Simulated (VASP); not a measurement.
# AlGaN2 (P-4m2) in VASP: notebook, part 2 of 2

VASP 6.6.1. The steps go on from the part before.

### Step 3. Single point, LDA (strain -0.030 along x and y, +0.030 along z)

Input file INCAR:

```
PREC = Accurate ; ENCUT = 520
EDIFF = 1E-7 ; ISMEAR = 0
SIGMA = 0.05 ; LREAL = F
LASPH = T ; NELM = 60
ALGO = Normal ; ISIF = 2
LWAVE = F ; LCHARG = T
LELF = T ; LVHAR = T
NBANDS = 21
```

Input file KPOINTS:

```
Automatic mesh
0
Gamma
  8 8 6
```

Input file POSCAR:

```
AlGaN2
1.0
    3.0466507372      0.0000000000      0.0000000000
    0.0000000000      3.0466507372      0.0000000000
    0.0000000000      0.0000000000      4.5565530782
Al Ga N
1 1 2
Direct
    0.5000000000      0.5000000000      0.5000000000
    0.0000000000      0.0000000000      0.0000000000
    0.5000000000      0.0000000000      0.7382648100
    0.0000000000      0.5000000000      0.2617351900
```

Potentials or basis: VASP PAW LDA potentials, release 64 (Al, Ga_d, N).

Launch:

```
$ cat potpaw_LDA.64/Al/POTCAR potpaw_LDA.64/Ga_d/POTCAR potpaw_LDA.64/N/POTCAR > POTCAR
$ mpirun -np 1 vasp_std > vasp.out
```

OUTCAR:

```text
PREC = Accurate
   ENCUT = 520
   EDIFF = 1E-7
   ISMEAR = 0
   LREAL = F
   LASPH = T
   NELM = 60
   ISIF = 2

 ion  position               nearest neighbor table
   1  0.500  0.500  0.500-   3 1.87   4 1.87   3 1.87   4 1.87   2 3.14   2 3.14   2 3.14   2 3.14
                             2 3.14   2 3.14   2 3.14   2 3.14
   2  0.000  0.000  0.000-   3 1.93   4 1.93   4 1.93   3 1.93   1 3.14   1 3.14   1 3.14   1 3.14
                             1 3.14   1 3.14   1 3.14   1 3.14
   3  0.500  0.000  0.738-   1 1.87   1 1.87   2 1.93   2 1.93
   4  0.000  0.500  0.262-   1 1.87   1 1.87   2 1.93   2 1.93

  LATTYP: Found a simple tetragonal cell.
 ALAT       =     3.0466507372
 C/A-ratio  =     1.4955941692

  Lattice vectors:

 A1 = (   3.0466507372,   0.0000000000,   0.0000000000)
 A2 = (   0.0000000000,   3.0466507372,   0.0000000000)
 A3 = (   0.0000000000,   0.0000000000,   4.5565530782)

Analysis of symmetry for initial positions (statically):
=====================================================================
 Subroutine PRICEL returns:
 Original cell was already a primitive cell.

 Routine SETGRP: Setting up the symmetry group for a
 simple tetragonal supercell.

 Subroutine GETGRP returns: Found  8 space group operations
 (whereof  8 operations were pure point group operations)
 out of a pool of 16 trial point group operations.

The static configuration has the point symmetry D_2d.

Analysis of symmetry for dynamics (positions and initial velocities):
=====================================================================
 Subroutine PRICEL returns:
 Original cell was already a primitive cell.

 Routine SETGRP: Setting up the symmetry group for a
 simple tetragonal supercell.

 Subroutine GETGRP returns: Found  8 space group operations
 (whereof  8 operations were pure point group operations)
 out of a pool of 16 trial point group operations.

The dynamic configuration has the point symmetry D_2d.

 Subroutine INISYM returns: Found  8 space group operations
 (whereof  8 operations are pure point group operations),
 and found     1 'primitive' translations

----------------------------------------------------------------------------------------

                                     Primitive cell

  volume of cell :      42.2943

  direct lattice vectors                    reciprocal lattice vectors
     3.046650737  0.000000000  0.000000000     0.328229287  0.000000000  0.000000000
     0.000000000  3.046650737  0.000000000     0.000000000  0.328229287  0.000000000
     0.000000000  0.000000000  4.556553078     0.000000000  0.000000000  0.219464139

  length of vectors
     3.046650737  3.046650737  4.556553078     0.328229287  0.328229287  0.219464139

  position of ions in fractional coordinates (direct lattice)
     0.500000000  0.500000000  0.500000000
     0.000000000  0.000000000  0.000000000
     0.500000000  0.000000000  0.738264810
     0.000000000  0.500000000  0.261735190

  ion indices of the primitive-cell ions
   primitive index   ion index
                 1           1
                 2           2
                 3           3
                 4           4

----------------------------------------------------------------------------------------

 KPOINTS: Automatic mesh

Automatic generation of k-mesh.
 Grid dimensions read from file:
 generate k-points for:    8    8    6

 Generating k-lattice:

  Cartesian coordinates                     Fractional coordinates (reciprocal lattice)
     0.041028661  0.000000000  0.000000000     0.125000000  0.000000000  0.000000000
     0.000000000  0.041028661  0.000000000     0.000000000  0.125000000  0.000000000
     0.000000000  0.000000000  0.036577357     0.000000000  0.000000000  0.166666667

  Length of vectors
     0.041028661  0.041028661  0.036577357

  Shift w.r.t. Gamma in fractional coordinates (k-lattice)
     0.000000000  0.000000000  0.000000000

 Subroutine IBZKPT returns following result:
 ===========================================

 Found     60 irreducible k-points:

 Following reciprocal coordinates:
            Coordinates               Weight
  0.000000  0.000000  0.000000      1.000000
  0.125000  0.000000  0.000000      4.000000
  0.250000  0.000000  0.000000      4.000000
  0.375000  0.000000  0.000000      4.000000
  0.500000  0.000000  0.000000      2.000000
  0.125000  0.125000  0.000000      4.000000
[... 16 lines left out ...]
  0.375000  0.125000  0.166667     16.000000
  0.500000  0.125000  0.166667      8.000000
 [... further k-points ...]
   k-points           NKPTS =     60   k-points in BZ     NKDIM =     60   number of bands    NBANDS=     21
   number of dos      NEDOS =    301   number of ions     NIONS =      4
   total plane-waves  NPLWV =  20736
   dimension x,y,z NGX =    24 NGY =   24 NGZ =   36
   dimension x,y,z NGXF=    48 NGYF=   48 NGZF=   72
   ions per type =               1   1   2
   NGX,Y,Z   is equivalent  to a cutoff of  13.10, 13.10, 13.13 a.u.
   NGXF,Y,Z  is equivalent  to a cutoff of  26.19, 26.19, 26.27 a.u.
 SYSTEM =  unknown system
   PREC   = accura    normal or accurate (medium, high low for compatibility)
   ISTART =      0    job   : 0-new  1-cont  2-samecut
   ICHARG =      2    charge: 1-file 2-atom 10-const
   ISPIN  =      1    spin polarized calculation?
   LNONCOLLINEAR =      F non collinear calculations
   LSORBIT =      F    spin-orbit coupling
   LASPH  =      T    aspherical Exc in radial PAW
   ENCUT  =  520.0 eV  38.22 Ry    6.18 a.u.   5.66  5.66  8.47*2*pi/ulx,y,z
   NELM   =     60;   NELMIN=  2; NELMDL= -5     # of ELM steps
   EDIFF  = 0.1E-06   stopping-criterion for ELM
   LREAL  =      F    real-space projection
   EDIFFG = 0.1E-05   stopping-criterion for IOM
   NSW    =      0    number of steps for IOM
   IBRION =     -1    ionic relax: 0-MD 1-quasi-New 2-CG
   NFREE  =      0    steps in history (QN), initial steepest desc. (CG)
   ISIF   =      2    stress and relaxation
   ISYM   =      2    0-nonsym 1-usesym 2-fastsym
   POTIM  = 0.5000    time-step for ionic-motion
   TEBEG  =    0.0;   TEEND  =   0.0 temperature during run
   PSTRESS=    0.0 pullay stress
   NELECT =      26.0000    total number of electrons
   NUPDOWN=      -1.0000    fix difference up-down
   EMIN   =  10.00;   EMAX   =-10.00  energy-range for DOS
   EFERMI =   0.00;   METHOD = LEGACY
   ISMEAR =     0;   SIGMA  =   0.05  broadening in eV -4-tet -1-fermi 0-gaus
   EFERMI_NEDOS =   21; number of points for ismear=-14 and -15
   IALGO  =     38    algorithm
   IMIX   =      4    mixing-type and parameters
     AMIX     =   0.40;   BMIX     =  1.00
     AMIX_MAG =   1.60;   BMIX_MAG =  1.00
  volume/ion in A,a.u.               =      10.57        71.35
  Fermi-wavevector in a.u.,A,eV,Ry     =   1.391998  2.630495 26.363453  1.937659
  Thomas-Fermi vector in A             =   2.515783
   LORBIT       =      0    0 simple, 1 ext, 2 COOP (PROOUT), +10 PAW based schemes
   GGA     = CA    functional components
   LHFCALC =     F    Hartree Fock is set to
   AEXX    =    0.0000 exact exchange contribution
   IVDW    =     0    specifies the selected vdW correction
   LEPSILON=     F    determine dielectric tensor
   LRPA    =     F    only Hartree local field effects (RPA)
 non-spin polarized calculation
 Gauss-broadening in eV      SIGMA  =   0.05
  energy-cutoff  :      520.00
  volume of cell :       42.29
 maximum number of plane-waves:      1152
 NGX is ok and might be reduce to    24
   NGX = 11   NGY = 11   NGZ = 17

 number of electron      26.0000015 magnetization

 Free energy of the ion-electron system (eV)
  ---------------------------------------------------
  ext. energy  EPLUGINS =         0.00000000
  ---------------------------------------------------
  free energy    TOTEN  =       -30.26286534 eV

  energy without entropy =      -30.26286534  energy(sigma->0) =      -30.26286534

 E-fermi :   6.0653     XC(G=0): -11.8795

 val. band max:        5.8182767436   @ k =   0.0000   0.0000   0.0000
 cond. band min:       8.8086516448   @ k =   0.0000   0.0000   0.0000
 fundamental gap:      2.9903749012
 Fermi energy:         6.0653207362

 k-point     1 :       0.0000    0.0000    0.0000
  band No.  band energies     occupation
      1      -9.8665      2.00000
      2      -8.4295      2.00000
      3      -7.3743      2.00000
      4      -7.3743      2.00000
      5      -7.3381      2.00000
      6      -7.1789      2.00000
[... 550 lines left out ...]
      5      -7.2844      2.00000
      6      -6.4836      2.00000
[... 13 lines left out ...]
     20      18.0895      0.00000
     21      18.3422      0.00000

 [... further k-points ...]
[... 5 lines left out ...]
  --------------------------------------------------------------------------------------
  -------------------------------------------------------------------------------------
  Total        1.3485931      1.3485931     -1.1382342      0.0000000      0.0000000      0.0000000
  in kB       51.0869232     51.0869232    -43.1181799      0.0000000      0.0000000      0.0000000
  external PRESSURE =      19.6852222 kB  Pullay stress =       0.0000000 kB

 VOLUME and BASIS-vectors are now :
 -----------------------------------------------------------------------------
  energy-cutoff  :      520.00
  volume of cell :       42.29
      direct lattice vectors                 reciprocal lattice vectors
     3.046650737  0.000000000  0.000000000     0.328229287  0.000000000  0.000000000
     0.000000000  3.046650737  0.000000000     0.000000000  0.328229287  0.000000000
     0.000000000  0.000000000  4.556553078     0.000000000  0.000000000  0.219464139

 POSITION                                       TOTAL-FORCE (eV/Angst)
 -----------------------------------------------------------------------------------
      1.52333      1.52333      2.27828         0.000000     -0.000000      0.000000
      0.00000      0.00000      0.00000        -0.000000      0.000000      0.000000
      1.52333      0.00000      3.36394         0.000000      0.000000      0.289479
      0.00000      1.52333      1.19261         0.000000      0.000000     -0.289479
 -----------------------------------------------------------------------------------
    total drift:                               -0.000000      0.000000      0.000000

  FREE ENERGIE OF THE ION-ELECTRON SYSTEM (eV)
  ---------------------------------------------------
  free  energy   TOTEN  =       -30.2628653448 eV

  energy  without entropy=      -30.2628653448  energy(sigma->0) =      -30.26286534
```

stdout:

```text
POSCAR found type information on POSCAR AlGaN
 POSCAR found :  3 types and       4 ions
 scaLAPACK will be used
 LDA part: xc-table for (Slater(with rela. corr.)+CA(PZ))
 , standard interpolation
 POSCAR, INCAR and KPOINTS ok, starting setup
 FFT: planning ... GRIDC
 FFT: planning ... GRID_SOFT
 FFT: planning ... GRID
 WAVECAR not read
 entering main loop
```

Wall time 28 s (1 thread of Intel Xeon 6975P-C, shared host); peak memory 0.17 GiB.

What came out:

```
Free energy            : -30.2629 eV
Pressure               : 2.0 GPa
Largest force          : 0.289 eV/Å
Band gap on the k mesh : 2.99 eV, direct
```

Forces in eV/Å, atoms in the order of the input:
```
Al   0.000  0.000  0.000
Ga   0.000  0.000  0.000
N    0.000  0.000  0.289
N    0.000  0.000 -0.289
```

Caveat: the cell differs from its parent crystal (strain -0.030 along x and y, +0.030 along z). A k mesh can miss the band edges.

### Step 4. Single point, LDA (strain +0.000 along x and y, -0.030 along z)

Input file INCAR:

```
SYSTEM = AlGaN2
ALGO = Normal
EDIFF = 1E-6
ENCUT = 520
ISIF = 2
ISMEAR = 0
LASPH = .TRUE.
LCHARG = .FALSE.
LREAL = .FALSE.
LWAVE = .FALSE.
NBANDS = 21
NELM = 100
PREC = Accurate
SIGMA = 0.05
```

Input file KPOINTS:

```
k-points
0
G
  8 8 6
  0 0 0
```

Input file POSCAR:

```
AlGaN2
1.0
    3.1408770487      0.0000000000      0.0000000000
    0.0000000000      3.1408770487      0.0000000000
    0.0000000000      0.0000000000      4.2911228018
Al Ga N
1 1 2
Direct
    0.5000000000      0.5000000000      0.5000000000
    0.0000000000      0.0000000000      0.0000000000
    0.5000000000      0.0000000000      0.7382648100
    0.0000000000      0.5000000000      0.2617351900
```

Launch:

```
$ cat potpaw_LDA.64/Al/POTCAR potpaw_LDA.64/Ga_d/POTCAR potpaw_LDA.64/N/POTCAR > POTCAR
$ mpirun -np 1 vasp_std > vasp.out
```

It took 22 s on 1 thread of Intel Xeon 6975P-C, shared host; peak memory 0.17 GiB.

The run converged. Its results:

```
Free energy            : -30.3036 eV
Pressure               : 1.8 GPa
Largest force          : 0.111 eV/Å
Band gap on the k mesh : 3.13 eV, direct
```

Forces on the atoms (eV/Å):
```
Al   0.000  0.000  0.000
Ga   0.000  0.000  0.000
N    0.000  0.000  0.111
N    0.000  0.000 -0.111
```

Stress tensor (GPa, compression positive):
```
0.70 0.00 0.00
0.00 0.70 0.00
0.00 0.00 4.08
```

Levels at points of the mesh, in eV from the valence-band top:
```tsv
k point	band 10	band 11	band 12	band 13	band 14	band 15	band 16	band 17
(0.00, 0.00, 0.00)	-2.54	-0.14	0.00	0.00	3.13	3.47	7.32	11.37
(0.50, 0.00, 0.00)	-2.89	-2.79	-1.10	-0.82	7.13	7.26	7.86	8.37
(0.50, 0.50, 0.00)	-2.24	-2.23	-2.23	-2.22	3.35	3.35	6.57	8.90
(0.00, 0.00, 0.50)	-1.69	-1.69	-1.10	-1.10	5.40	5.61	7.99	9.09
(0.50, 0.00, 0.50)	-1.07	-0.77	-0.66	-0.44	5.37	6.70	9.27	9.57
(0.50, 0.50, 0.50)	-4.13	-3.34	-3.34	-3.34	6.41	6.41	9.09	10.79
```

Caveat: the cell differs from its parent crystal (strain +0.000 along x and y, -0.030 along z). A k mesh can miss the band edges.

### Step 5. Single point, LDA (strain -0.015 along x and y, +0.000 along z)

Input file INCAR:

```
SYSTEM = AlGaN2
ALGO = Normal
EDIFF = 1E-6
ENCUT = 520
ISIF = 2
ISMEAR = 0
LASPH = .TRUE.
LCHARG = .TRUE.
LELF = .TRUE.
LREAL = .FALSE.
LVHAR = .TRUE.
LWAVE = .FALSE.
NBANDS = 21
NELM = 80
PREC = Accurate
SIGMA = 0.05
```

KPOINTS is that of step 4.

Input file POSCAR:

```
AlGaN2
1.0
    3.0937638930      0.0000000000      0.0000000000
    0.0000000000      3.0937638930      0.0000000000
    0.0000000000      0.0000000000      4.4238379400
Al Ga N
1 1 2
Direct
    0.5000000000      0.5000000000      0.5000000000
    0.0000000000      0.0000000000      0.0000000000
    0.5000000000      0.0000000000      0.7382648100
    0.0000000000      0.5000000000      0.2617351900
```

Launch:

```
$ cat potpaw_LDA.64/Al/POTCAR potpaw_LDA.64/Ga_d/POTCAR potpaw_LDA.64/N/POTCAR > POTCAR
$ mpirun -np 1 vasp_std > vasp.out
```

Wall time 25 s (1 thread of Intel Xeon 6975P-C, shared host); peak memory 0.18 GiB.

It converged, with:

```yaml
Free_energy: -30.3088 eV
Pressure: 1.9 GPa
Largest_force: 0.204 eV/Å
Band_gap_on_the_k_mesh: 3.07 eV, direct
```

Forces on the atoms (eV/Å):
```
Al   0.000  0.000  0.000
Ga   0.000  0.000  0.000
N    0.000  0.000  0.204
N    0.000  0.000 -0.204
```

Stress tensor (GPa, compression positive):
```
2.69 0.00 0.00
0.00 2.69 0.00
0.00 0.00 0.37
```

Levels at points of the mesh, in eV from the valence-band top:
| k point | band 9 | band 10 | band 11 | band 12 | band 13 | band 14 | band 15 | band 16 | band 17 | band 18 |
| --- | --- | --- | --- | --- | --- | --- | --- | --- | --- | --- |
| (0.00, 0.00, 0.00) | -2.36 | -2.36 | -0.33 | 0.00 | 0.00 | 3.07 | 3.56 | 7.77 | 11.27 | 11.27 |
| (0.50, 0.00, 0.00) | -4.59 | -3.13 | -3.08 | -0.98 | -0.66 | 7.16 | 7.27 | 8.17 | 8.57 | 10.14 |
| (0.50, 0.50, 0.00) | -5.06 | -2.44 | -2.41 | -2.41 | -2.40 | 3.19 | 3.19 | 6.21 | 8.68 | 12.69 |
| (0.00, 0.00, 0.50) | -2.63 | -1.59 | -1.59 | -1.00 | -1.00 | 5.29 | 5.41 | 8.03 | 9.36 | 11.10 |
| (0.50, 0.00, 0.50) | -6.41 | -0.97 | -0.96 | -0.72 | -0.54 | 5.30 | 6.67 | 9.23 | 9.53 | 10.31 |
| (0.50, 0.50, 0.50) | -4.48 | -4.17 | -3.38 | -3.38 | -3.38 | 6.06 | 6.06 | 8.94 | 10.85 | 10.95 |

Caveat: the cell differs from its parent crystal (strain -0.015 along x and y, +0.000 along z). A k mesh can miss the band edges.

### Step 6. Single point, LDA (strain +0.000 along x and y, -0.015 along z)

Input file INCAR:

```
SYSTEM = AlGaN2
  PREC = Accurate
  ENCUT = 520
  EDIFF = 1E-6
  ISMEAR = 0
  SIGMA = 0.05
  LREAL = .False.
  LASPH = .True.
  NELM = 100
  ALGO = Normal
  ISIF = 2
  LWAVE = .False.
  LCHARG = .False.
  NBANDS = 21
```

Input file KPOINTS:

```
regular mesh
0
Gamma
  8 8 6
  0 0 0
```

Input file POSCAR:

```
AlGaN2
1.0
    3.1408770487      0.0000000000      0.0000000000
    0.0000000000      3.1408770487      0.0000000000
    0.0000000000      0.0000000000      4.3574803709
Al Ga N
1 1 2
Direct
    0.5000000000      0.5000000000      0.5000000000
    0.0000000000      0.0000000000      0.0000000000
    0.5000000000      0.0000000000      0.7382648100
    0.0000000000      0.5000000000      0.2617351900
```

Potentials or basis: VASP PAW LDA potentials, release 64 (Al, Ga_d, N).

Launch:

```
$ cat potpaw_LDA.64/Al/POTCAR potpaw_LDA.64/Ga_d/POTCAR potpaw_LDA.64/N/POTCAR > POTCAR
$ mpirun -np 1 vasp_std > vasp.out
```

OUTCAR:

```text
SYSTEM = AlGaN2
   PREC = Accurate
   ENCUT = 520
   EDIFF = 1E-6
   ISMEAR = 0
   LREAL = .False.
   LASPH = .True.
   NELM = 100
   ISIF = 2

 ion  position               nearest neighbor table
   1  0.500  0.500  0.500-   3 1.88   4 1.88   3 1.88   4 1.88   2 3.11   2 3.11   2 3.11   2 3.11
                             2 3.11   2 3.11   2 3.11   2 3.11
   2  0.000  0.000  0.000-   3 1.94   4 1.94   4 1.94   3 1.94   1 3.11   1 3.11   1 3.11   1 3.11
                             1 3.11   1 3.11   1 3.11   1 3.11
   3  0.500  0.000  0.738-   1 1.88   1 1.88   2 1.94   2 1.94
   4  0.000  0.500  0.262-   1 1.88   1 1.88   2 1.94   2 1.94

[... 779 lines left out ...]
  -------------------------------------------------------------------------------------
  Total       -0.4944013     -0.4944013     -0.0417174      0.0000000      0.0000000      0.0000000
  in kB      -18.4269260    -18.4269260     -1.5548566      0.0000000      0.0000000      0.0000000
  external PRESSURE =     -12.8029028 kB  Pullay stress =       0.0000000 kB

 VOLUME and BASIS-vectors are now :
 -----------------------------------------------------------------------------
  energy-cutoff  :      520.00
  volume of cell :       42.99
      direct lattice vectors                 reciprocal lattice vectors
     3.140877049  0.000000000  0.000000000     0.318382409  0.000000000  0.000000000
     0.000000000  3.140877049  0.000000000     0.000000000  0.318382409  0.000000000
     0.000000000  0.000000000  4.357480371     0.000000000  0.000000000  0.229490420

 POSITION                                       TOTAL-FORCE (eV/Angst)
 -----------------------------------------------------------------------------------
      1.57044      1.57044      2.17874         0.000000      0.000000      0.000000
      0.00000      0.00000      0.00000         0.000000     -0.000000      0.000000
      1.57044      0.00000      3.21697        -0.000000     -0.000000      0.142097
      0.00000      1.57044      1.14051         0.000000     -0.000000     -0.142097
 -----------------------------------------------------------------------------------
    total drift:                                0.000000      0.000000     -0.000000

  FREE ENERGIE OF THE ION-ELECTRON SYSTEM (eV)
  ---------------------------------------------------
  free  energy   TOTEN  =       -30.3119076782 eV

  energy  without entropy=      -30.3119076782  energy(sigma->0) =      -30.31190768
```

Run time: 23 s. Hardware: 1 thread of Intel Xeon 6975P-C, shared host; peak memory 0.17 GiB.

What came out:

```yaml
Free_energy: -30.3119 eV
Pressure: -1.3 GPa
Largest_force: 0.142 eV/Å
Band_gap_on_the_k_mesh: 3.00 eV, direct
```

Forces on the atoms (eV/Å):
```
Al   0.000  0.000  0.000
Ga   0.000  0.000  0.000
N    0.000  0.000  0.142
N    0.000  0.000 -0.142
```

Stress tensor (GPa, compression positive):
```
-1.84  0.00  0.00
 0.00 -1.84  0.00
 0.00  0.00 -0.16
```

Caveat: the cell differs from its parent crystal (strain +0.000 along x and y, -0.015 along z).

### Step 7. Summary

| cell | gap on the mesh (eV) | pressure (GPa) | largest force (eV/Å) |
| --- | --- | --- | --- |
| a = 3.094, b = 3.094, c = 4.357 Å, 4 atoms | 3.21 | 5.2 | 0.17 |
| a = 3.047, b = 3.047, c = 4.557 Å, 4 atoms | 2.99 | 2.0 | 0.29 |
| a = 3.141, b = 3.141, c = 4.291 Å, 4 atoms | 3.13 | 1.8 | 0.11 |
| a = 3.094, b = 3.094, c = 4.424 Å, 4 atoms | 3.07 | 1.9 | 0.20 |
| a = 3.141, b = 3.141, c = 4.357 Å, 4 atoms | 3.00 | -1.3 | 0.14 |

Alike in all rows: task single point; level LDA; potentials or basis VASP PAW LDA potentials, release 64 (Al, Ga_d, N); no spin polarisation; k mesh 8 × 8 × 6; cutoff (eV) 520; smearing gaussian 0.05 eV.

Absolute energies hang on the potentials; compare differences alone.
